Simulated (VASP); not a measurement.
# B3As2 (P-3m1) in VASP: further runs

The runs below take B3As2 through single point, with PBE.

All numbers are computed with VASP 6.6.1; they aren't measurements. Logs are shortened: lines on timing, memory, paths and dates and some standing lists are left out, and cuts for length are marked.

## (1) The cell of the first run

It takes space group P-3m1 (No. 164, trigonal). Conventional cell: a = 3.186 Å, b = 3.186 Å, c = 6.767 Å, α = 90.00°, β = 90.00°, γ = 120.00°. Within 2.9 Å of B (site symmetry -3m) lie 6 As at 2.22 Å. Within 2.5 Å of B (site symmetry 3m) lie 3 B at 1.85 Å and 1 As at 2.06 Å. Within 2.7 Å of As (site symmetry 3m) lie 4 B at 2.06 to 2.22 Å.

## (2) Single point, PBE

The input, INCAR:

```
SYSTEM = B3As2
PREC     = Accurate       ! precision mode
ENCUT    = 520            ! plane-wave cutoff, eV
EDIFF    = 1E-6           ! SCF threshold, eV
ISMEAR   = 0              ! smearing method
SIGMA    = 0.1            ! smearing width, eV
LREAL    = .False.        ! projectors in reciprocal space
LASPH    = .True.         ! aspherical terms in the spheres
NELM     = 80             ! most SCF steps
ALGO     = Normal         ! electronic algorithm
ISIF     = 2              ! what is computed and relaxed
LWAVE    = .False.        ! write WAVECAR
LCHARG   = .False.        ! write CHGCAR
GGA      = PE             ! functional
NBANDS   = 18             ! bands
```

The input, KPOINTS:

```
regular mesh
0
Gamma
  12 12 6
  0 0 0
```

The input, POSCAR:

```
B3As2
1.0
    3.1860340230      0.0000000000      0.0000000000
   -1.5930170115      2.7591864012      0.0000000000
    0.0000000000      0.0000000000      6.7666427958
B As
3 2
Direct
    0.0000000000      0.0000000000      0.0000000000
    0.3333333333      0.6666666667      0.4881159038
    0.6666666667      0.3333333333      0.5118840962
    0.3333333333      0.6666666667      0.1834070047
    0.6666666667      0.3333333333      0.8165929953
```

Potentials or basis: VASP PAW PBE potentials, release 64 (B, As).

Command:

```bash
$ cat potpaw_PBE.64/B/POTCAR potpaw_PBE.64/As/POTCAR > POTCAR
$ mpirun -np 1 vasp_std > vasp.out
```

OUTCAR:

```text
SYSTEM = B3As2
   PREC = Accurate
   ENCUT = 520
   EDIFF = 1E-6
   ISMEAR = 0
   LREAL = .False.
   LASPH = .True.
   NELM = 80
   ISIF = 2
   GGA = PE

 ion  position               nearest neighbor table
   1  0.000  0.000  0.000-   4 2.22   5 2.22   4 2.22   5 2.22   5 2.22   4 2.22
   2  0.333  0.667  0.488-   3 1.85   3 1.85   3 1.85   4 2.06
   3  0.667  0.333  0.512-   2 1.85   2 1.85   2 1.85   5 2.06
   4  0.333  0.667  0.183-   2 2.06   1 2.22   1 2.22   1 2.22
   5  0.667  0.333  0.817-   3 2.06   1 2.22   1 2.22   1 2.22

  LATTYP: Found a hexagonal cell.
 ALAT       =     3.1860340230
 C/A-ratio  =     2.1238451149

  Lattice vectors:

 A1 = (   3.1860340230,   0.0000000000,   0.0000000000)
 A2 = (  -1.5930170115,   2.7591864012,   0.0000000000)
 A3 = (   0.0000000000,   0.0000000000,   6.7666427958)

Analysis of symmetry for initial positions (statically):
=====================================================================
 Subroutine PRICEL returns:
 Original cell was already a primitive cell.

 Routine SETGRP: Setting up the symmetry group for a
 hexagonal supercell.

 Subroutine GETGRP returns: Found 12 space group operations
 (whereof 12 operations were pure point group operations)
 out of a pool of 24 trial point group operations.

The static configuration has the point symmetry D_3d.

Analysis of symmetry for dynamics (positions and initial velocities):
=====================================================================
 Subroutine PRICEL returns:
 Original cell was already a primitive cell.

 Routine SETGRP: Setting up the symmetry group for a
 hexagonal supercell.

 Subroutine GETGRP returns: Found 12 space group operations
 (whereof 12 operations were pure point group operations)
 out of a pool of 24 trial point group operations.

The dynamic configuration has the point symmetry D_3d.

 Subroutine INISYM returns: Found 12 space group operations
 (whereof 12 operations are pure point group operations),
 and found     1 'primitive' translations

----------------------------------------------------------------------------------------

                                     Primitive cell

  volume of cell :      59.4846

  direct lattice vectors                    reciprocal lattice vectors
     3.186034023  0.000000000  0.000000000     0.313869843  0.181212839  0.000000000
    -1.593017011  2.759186401  0.000000000     0.000000000  0.362425677  0.000000000
     0.000000000  0.000000000  6.766642796     0.000000000  0.000000000  0.147783773

  length of vectors
     3.186034023  3.186034023  6.766642796     0.362425677  0.362425677  0.147783773

  position of ions in fractional coordinates (direct lattice)
     0.000000000  0.000000000  0.000000000
     0.333333333  0.666666667  0.488115904
     0.666666667  0.333333333  0.511884096
     0.333333333  0.666666667  0.183407005
     0.666666667  0.333333333  0.816592995

  ion indices of the primitive-cell ions
   primitive index   ion index
                 1           1
                 2           2
                 3           3
                 4           4
                 5           5

----------------------------------------------------------------------------------------

 KPOINTS: regular mesh

Automatic generation of k-mesh.
 Grid dimensions read from file:
 generate k-points for:   12   12    6

 Generating k-lattice:

  Cartesian coordinates                     Fractional coordinates (reciprocal lattice)
     0.026155820  0.015101070  0.000000000     0.083333333  0.000000000  0.000000000
     0.000000000  0.030202140  0.000000000     0.000000000  0.083333333  0.000000000
     0.000000000  0.000000000  0.024630629     0.000000000  0.000000000  0.166666667

  Length of vectors
     0.030202140  0.030202140  0.024630629

  Shift w.r.t. Gamma in fractional coordinates (k-lattice)
     0.000000000  0.000000000  0.000000000

 Subroutine IBZKPT returns following result:
 ===========================================

 Found    100 irreducible k-points:

 Following reciprocal coordinates:
            Coordinates               Weight
  0.000000  0.000000  0.000000      1.000000
  0.083333  0.000000  0.000000      6.000000
  0.166667  0.000000  0.000000      6.000000
  0.250000  0.000000  0.000000      6.000000
  0.333333  0.000000  0.000000      6.000000
  0.416667  0.000000  0.000000      6.000000
[... 16 lines left out ...]
  0.166667  0.000000  0.166667      6.000000
  0.000000  0.166667  0.166667      6.000000
 [... further k-points ...]
   k-points           NKPTS =    100   k-points in BZ     NKDIM =    100   number of bands    NBANDS=     18
   number of dos      NEDOS =    301   number of ions     NIONS =      5
   total plane-waves  NPLWV =  28800
   dimension x,y,z NGX =    24 NGY =   24 NGZ =   50
   dimension x,y,z NGXF=    48 NGYF=   48 NGZF=  100
   ions per type =               3   2
   NGX,Y,Z   is equivalent  to a cutoff of  12.52, 12.52, 12.28 a.u.
   NGXF,Y,Z  is equivalent  to a cutoff of  25.05, 25.05, 24.57 a.u.
 SYSTEM =  B3As2
   PREC   = accura    normal or accurate (medium, high low for compatibility)
   ISTART =      0    job   : 0-new  1-cont  2-samecut
   ICHARG =      2    charge: 1-file 2-atom 10-const
   ISPIN  =      1    spin polarized calculation?
   LNONCOLLINEAR =      F non collinear calculations
   LSORBIT =      F    spin-orbit coupling
   LASPH  =      T    aspherical Exc in radial PAW
   ENCUT  =  520.0 eV  38.22 Ry    6.18 a.u.   5.92  5.92 12.58*2*pi/ulx,y,z
   NELM   =     80;   NELMIN=  2; NELMDL= -5     # of ELM steps
   EDIFF  = 0.1E-05   stopping-criterion for ELM
   LREAL  =      F    real-space projection
   EDIFFG = 0.1E-04   stopping-criterion for IOM
   NSW    =      0    number of steps for IOM
   IBRION =     -1    ionic relax: 0-MD 1-quasi-New 2-CG
   NFREE  =      0    steps in history (QN), initial steepest desc. (CG)
   ISIF   =      2    stress and relaxation
   ISYM   =      2    0-nonsym 1-usesym 2-fastsym
   POTIM  = 0.5000    time-step for ionic-motion
   TEBEG  =    0.0;   TEEND  =   0.0 temperature during run
   PSTRESS=    0.0 pullay stress
   NELECT =      19.0000    total number of electrons
   NUPDOWN=      -1.0000    fix difference up-down
   EMIN   =  10.00;   EMAX   =-10.00  energy-range for DOS
   EFERMI =   0.00;   METHOD = LEGACY
   ISMEAR =     0;   SIGMA  =   0.10  broadening in eV -4-tet -1-fermi 0-gaus
   EFERMI_NEDOS =   21; number of points for ismear=-14 and -15
   IALGO  =     38    algorithm
   IMIX   =      4    mixing-type and parameters
     AMIX     =   0.40;   BMIX     =  1.00
     AMIX_MAG =   1.60;   BMIX_MAG =  1.00
  volume/ion in A,a.u.               =      11.90        80.28
  Fermi-wavevector in a.u.,A,eV,Ry     =   1.119071  2.114738 17.038859  1.252321
  Thomas-Fermi vector in A             =   2.255708
   LORBIT       =      0    0 simple, 1 ext, 2 COOP (PROOUT), +10 PAW based schemes
   GGA     = PE    functional components
   LHFCALC =     F    Hartree Fock is set to
   AEXX    =    0.0000 exact exchange contribution
   IVDW    =     0    specifies the selected vdW correction
   LEPSILON=     F    determine dielectric tensor
   LRPA    =     F    only Hartree local field effects (RPA)
 non-spin polarized calculation
 Gauss-broadening in eV      SIGMA  =   0.10
  energy-cutoff  :      520.00
  volume of cell :       59.48
 maximum number of plane-waves:      1620
   NGX = 11   NGY = 11   NGZ = 25

 number of electron      18.9999999 magnetization

 Free energy of the ion-electron system (eV)
  ---------------------------------------------------
  ext. energy  EPLUGINS =         0.00000000
  ---------------------------------------------------
  free energy    TOTEN  =       -26.36240059 eV

  energy without entropy =      -26.35515300  energy(sigma->0) =      -26.35877679

 E-fermi :   6.3303     XC(G=0): -11.1089

 val. band max:        6.3038915241   @ k =  -0.1667   0.4167   0.3333
 cond. band min:       6.3335952767   @ k =   0.0000   0.4167   0.1667
 fundamental gap:      0.0297037526
 Fermi energy:         6.3303152853

 k-point     1 :       0.0000    0.0000    0.0000
  band No.  band energies     occupation
      1      -9.5739      2.00000
      2      -6.6490      2.00000
      3      -4.7432      2.00000
      4       2.1687      2.00000
      5       3.6478      2.00000
      6       6.2895      1.43614
[... 10 lines left out ...]
     17      13.2703      0.00000
     18      13.8770      0.00000

 k-point     2 :       0.0833    0.0000    0.0000
  band No.  band energies     occupation
      1      -9.4528      2.00000
      2      -6.5374      2.00000
      3      -4.6353      2.00000
      4       2.2476      2.00000
      5       3.6554      2.00000
      6       5.1447      2.00000
[... 10 lines left out ...]
     17      13.3261      0.00000
     18      13.7614      0.00000

 k-point     3 :       0.1667    0.0000    0.0000
  band No.  band energies     occupation
      1      -9.0914      2.00000
      2      -6.2107      2.00000
      3      -4.3141      2.00000
      4       2.4354      2.00000
      5       2.9890      2.00000
      6       3.9173      2.00000
[... 10 lines left out ...]
     17      14.0532      0.00000
     18      14.2166      0.00000

 k-point     4 :       0.2500    0.0000    0.0000
  band No.  band energies     occupation
      1      -8.4973      2.00000
      2      -5.7029      2.00000
      3      -3.7875      2.00000
      4       1.0951      2.00000
      5       2.4449      2.00000
      6       3.4561      2.00000
[... 375 lines left out ...]
      4       1.1192      2.00000
      5       4.7708      2.00000
      6       5.1412      2.00000
[... 10 lines left out ...]
     17      13.2424      0.00000
     18      13.7036      0.00000

 k-point    23 :       0.1667    0.0000    0.1667
  band No.  band energies     occupation
      1      -9.0576      2.00000
      2      -6.4650      2.00000
      3      -3.8675      2.00000
      4       1.2826      2.00000
      5       3.2267      2.00000
      6       4.7732      2.00000
[... 10 lines left out ...]
     17      13.9255      0.00000
     18      14.4252      0.00000

 k-point    24 :       0.0000    0.1667    0.1667
  band No.  band energies     occupation
      1      -9.0576      2.00000
      2      -6.4642      2.00000
      3      -3.8731      2.00000
      4       1.3563      2.00000
      5       3.1392      2.00000
      6       4.6537      2.00000
[... 10 lines left out ...]
     17      13.8999      0.00000
     18      14.4614      0.00000

 [... further k-points ...]
[... 5 lines left out ...]
  --------------------------------------------------------------------------------------
  -------------------------------------------------------------------------------------
  Total        0.0963043      0.0963043      0.2118021      0.0000000      0.0000000      0.0000000
  in kB        2.5938890      2.5938890      5.7047435      0.0000000      0.0000000      0.0000000
  external PRESSURE =       3.6308405 kB  Pullay stress =       0.0000000 kB

 VOLUME and BASIS-vectors are now :
 -----------------------------------------------------------------------------
  energy-cutoff  :      520.00
  volume of cell :       59.48
      direct lattice vectors                 reciprocal lattice vectors
     3.186034023  0.000000000  0.000000000     0.313869843  0.181212839  0.000000000
    -1.593017011  2.759186401  0.000000000     0.000000000  0.362425677  0.000000000
     0.000000000  0.000000000  6.766642796     0.000000000  0.000000000  0.147783773

 POSITION                                       TOTAL-FORCE (eV/Angst)
 -----------------------------------------------------------------------------------
      0.00000      0.00000      0.00000        -0.000000      0.000000      0.000000
     -0.00000      1.83946      3.30291         0.000000      0.000000      0.034770
      1.59302      0.91973      3.46374        -0.000000     -0.000000     -0.034770
     -0.00000      1.83946      1.24105        -0.000000      0.000000      0.004505
      1.59302      0.91973      5.52559         0.000000     -0.000000     -0.004505
 -----------------------------------------------------------------------------------
    total drift:                               -0.000000      0.000000      0.000000

  FREE ENERGIE OF THE ION-ELECTRON SYSTEM (eV)
  ---------------------------------------------------
  free  energy   TOTEN  =       -26.3624005873 eV

  energy  without entropy=      -26.3551529980  energy(sigma->0) =      -26.35877679
```

Run time: 41 s. Hardware: 1 thread of Intel Xeon 6975P-C (Granite Rapids), shared host; peak memory 0.23 GiB.

What came out:

| Property | Result |
| --- | --- |
| Free energy | -26.3624 eV |
| Pressure | 0.4 GPa |
| Largest force | 0.035 eV/Å |

Forces on the atoms (eV/Å):
```
B    0.000  0.000  0.000
B    0.000  0.000  0.035
B    0.000  0.000 -0.035
As   0.000  0.000  0.005
As   0.000  0.000 -0.005
```

Stress tensor (GPa, compression positive):
```
0.26 0.00 0.00
0.00 0.26 0.00
0.00 0.00 0.57
```

Levels at points of the mesh, in eV from the Fermi level:
| k point | band 6 | band 7 | band 8 | band 9 | band 10 | band 11 | band 12 | band 13 | band 14 | band 15 |
| --- | --- | --- | --- | --- | --- | --- | --- | --- | --- | --- |
| (0.00, 0.00, 0.00) | -0.04 | -0.04 | 0.15 | 0.15 | 2.85 | 2.85 | 5.05 | 5.19 | 5.19 | 5.66 |
| (0.50, 0.00, 0.00) | -6.26 | -3.33 | -1.09 | -1.08 | -1.02 | 1.27 | 1.84 | 3.17 | 4.16 | 5.44 |
| (0.00, 0.00, 0.50) | -0.31 | 0.84 | 0.84 | 1.30 | 1.91 | 1.91 | 3.46 | 5.68 | 5.80 | 6.30 |
| (0.50, 0.00, 0.50) | -4.70 | -4.03 | -3.06 | -1.87 | -1.78 | 1.95 | 2.46 | 3.57 | 5.97 | 6.20 |

## (3) Single point, PBE

The input, INCAR:

```
SYSTEM = B3As2
PREC     = Accurate       ! precision mode
ENCUT    = 600            ! plane-wave cutoff, eV
EDIFF    = 1E-6           ! SCF threshold, eV
ISMEAR   = 0              ! smearing method
SIGMA    = 0.1            ! smearing width, eV
LREAL    = .False.        ! projectors in reciprocal space
LASPH    = .True.         ! aspherical terms in the spheres
NELM     = 120            ! most SCF steps
ALGO     = Normal         ! electronic algorithm
ISIF     = 2              ! what is computed and relaxed
LWAVE    = .False.        ! write WAVECAR
LCHARG   = .False.        ! write CHGCAR
GGA      = PE             ! functional
NBANDS   = 28             ! bands
GGA_COMPAT= .False.
```

KPOINTS is that of step 2.

POSCAR is that of step 2.

Potentials or basis: VASP PAW PBE potentials, release 64 (B, As_d).

Command:

```bash
$ cat potpaw_PBE.64/B/POTCAR potpaw_PBE.64/As_d/POTCAR > POTCAR
$ mpirun -np 1 vasp_std > vasp.out
```

Wall time 92 s (1 thread of Intel Xeon 6975P-C (Granite Rapids), shared host); peak memory 0.31 GiB.

The run converged. Its results:

- Free energy: -26.3931 eV
- Pressure: 0.0 GPa
- Largest force: 0.013 eV/Å

Forces on the atoms (eV/Å):
```
B    0.000  0.000  0.000
B    0.000  0.000 -0.013
B    0.000  0.000  0.013
As   0.000  0.000  0.013
As   0.000  0.000 -0.013
```

Stress tensor (GPa, compression positive):
```
 0.00  0.00  0.00
 0.00  0.00  0.00
 0.00  0.00 -0.15
```

Levels at points of the mesh, in eV from the Fermi level:
```tsv
k point	band 16	band 17	band 18	band 19	band 20	band 21	band 22	band 23	band 24	band 25
(0.00, 0.00, 0.00)	-0.04	-0.04	0.15	0.15	2.85	2.85	5.05	5.19	5.19	5.67
(0.50, 0.00, 0.00)	-6.25	-3.33	-1.09	-1.08	-1.02	1.27	1.85	3.18	4.18	5.45
(0.00, 0.00, 0.50)	-0.31	0.84	0.84	1.30	1.90	1.90	3.46	5.69	5.82	6.30
(0.50, 0.00, 0.50)	-4.70	-4.02	-3.05	-1.87	-1.78	1.96	2.45	3.58	5.99	6.21
```
